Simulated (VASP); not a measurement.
Set up this calculation in VASP 6.6.1, as the native input.

| Item | Value |
| --- | --- |
| Task | single point |
| Functional | r2SCAN |
| Potentials or basis | VASP PAW PBE potentials, release 64 (Ta_pv) |
| Cutoff | 520 eV |
| k mesh | 20 × 20 × 20 |
| Occupations | gaussian, width 0.15 eV |
| Spin | no spin polarisation |
| Dipole correction | no |
| Further INCAR settings | ALGO = Normal; EDIFF = 1e-06; NBANDS = 12 |

Crystal: Ta.

```
Ta
1.0
    -1.73384    1.73384    1.61000
     1.73384   -1.73384    1.61000
     1.73384    1.73384   -1.61000
Ta
1
Direct
  0.00000 0.00000 0.00000
```

This cell differs from its parent crystal: strain +0.050 along x and y, -0.025 along z.

These files were run (other wordings do the same):

POSCAR

```
Ta
1.0
   -1.7338440000      1.7338440000      1.6099980000
    1.7338440000     -1.7338440000      1.6099980000
    1.7338440000      1.7338440000     -1.6099980000
Ta
1
Direct
    0.0000000000      0.0000000000      0.0000000000
```

INCAR.step1

```
ALGO = Normal
EDIFF = 1E-4
ENCUT = 520
GGA = PE
ISMEAR = 0
LASPH = True
LCHARG = False
LREAL = False
LWAVE = True
NBANDS = 12
NELM = 100
PREC = Accurate
SIGMA = 0.15
```

INCAR.step2

```
ALGO = Normal
EDIFF = 1E-6
ENCUT = 520
ISIF = 2
ISMEAR = 0
ISTART = 1
LASPH = True
LCHARG = True
LELF = True
LMIXTAU = True
LREAL = False
LVHAR = True
LWAVE = False
METAGGA = R2SCAN
NBANDS = 12
NELM = 100
PREC = Accurate
SIGMA = 0.15
```

KPOINTS

```
k-points
0
Gamma
  20 20 20
```

Potentials or basis: VASP PAW PBE potentials, release 64 (Ta_pv).

Launch:

```console
$ cat potpaw_PBE.64/Ta_pv/POTCAR > POTCAR
$ cp INCAR.step1 INCAR
$ mpirun -np 1 vasp_std > vasp.out
$ cp INCAR.step2 INCAR
$ mpirun -np 1 vasp_std > vasp.out
```

Results of the run:

```json
{"Pressure": "-11.5 GPa"}
```

Caveat: the cell differs from its parent crystal (strain +0.050 along x and y, -0.025 along z); the PAW data sets were made with another functional, which shifts forces and pressure a little.

It took 4.6 min on 1 thread of Intel Xeon 6975P-C, on a shared host, peak memory 0.27 GiB.
